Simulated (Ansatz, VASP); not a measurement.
**Au: VASP beside Ansatz**

```
Au
1.0
     2.74857    0.00000    0.00000
     0.00000    2.74857    0.00000
     0.00000    0.00000    2.74857
Au
1
Cartesian
  0.0000 0.0000 0.0000
```

Alike in both runs: functional PBE; k mesh 15 × 15 × 15; occupations fermi-dirac, width 0.05 eV; no spin polarisation.

Ansatz relaxed the structure, and its values are those at the end. VASP's run is a single point on that final structure, the one shown.

```csv
,VASP,Ansatz
version,VASP 6.6.1,Ansatz 0.2.0
potentials or method,"VASP PAW PBE potentials, release 64 (Au), cutoff 520 eV","all-electron LAPW, scalar-relativistic"
```

VASP gave:

* pressure (GPa): -0.2

Problem. Which values does Ansatz return?

Solution. Pressure (GPa): 0.0.

Ansatz ran all-electron here, and VASP with PAW potentials.

Spin-orbit coupling is off throughout.
